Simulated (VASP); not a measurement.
Set up this calculation in VASP 6.6.1, as the native input.

* Task: single point
* Functional: PBE
* Potentials or basis: VASP PAW PBE potentials, release 64 (Hf_pv, O)
* Cutoff: 520 eV
* k mesh: 8 × 8 × 8
* Occupations: gaussian, width 0.05 eV
* Spin: no spin polarisation
* Dipole correction: no
* Further INCAR settings: ALGO = Normal; EDIFF = 1e-06; NBANDS = 18

The structure of HfO2 lies in POSCAR:

```
HfO2
1.0
    0.0000000000      2.3529000000      2.3529000000
    2.3529000000      0.0000000000      2.3529000000
    2.3529000000      2.3529000000      0.0000000000
Hf O
1 2
Direct
    0.0000000000      0.0000000000      0.0000000000
    0.2500000000      0.2500000000      0.2500000000
    0.7500000000      0.7500000000      0.7500000000
```

This cell differs from its parent crystal: strain -0.080 along x and y, -0.080 along z.

The input as run:

INCAR

```
ALGO     = Normal         # electronic algorithm
EDIFF    = 1E-6           # SCF threshold, eV
ENCUT    = 520            # plane-wave cutoff, eV
GGA      = PE             # functional
ISIF     = 2              # what is computed and relaxed
ISMEAR   = 0              # smearing method
LASPH    = T              # aspherical terms in the spheres
LCHARG   = F              # write CHGCAR
LREAL    = F              # projectors in reciprocal space
LWAVE    = F              # write WAVECAR
NBANDS   = 18             # bands
NELM     = 80             # most SCF steps
PREC     = Accurate       # precision mode
SIGMA    = 0.05           # smearing width, eV
```

KPOINTS

```
k-points
0
Gamma
  8 8 8
```

Potentials or basis: VASP PAW PBE potentials, release 64 (Hf_pv, O).

Run with:

```console
$ cat potpaw_PBE.64/Hf_pv/POTCAR potpaw_PBE.64/O/POTCAR > POTCAR
$ mpirun -np 1 vasp_std > vasp.out
```

It gave:

```json
{
 "Pressure": "91.6 GPa",
 "Band gap on the k mesh": "4.34 eV, indirect (least direct gap 4.40 eV)"
}
```

Caveat: the cell differs from its parent crystal (strain -0.080 along x and y, -0.080 along z); spin-orbit coupling is left out, which moves the levels of the heavy elements.

Wall time 8.2 s on 1 thread of Intel(R) Xeon(R) 6975P-C (Granite Rapids), with other jobs on the host, peak memory 0.16 GiB.
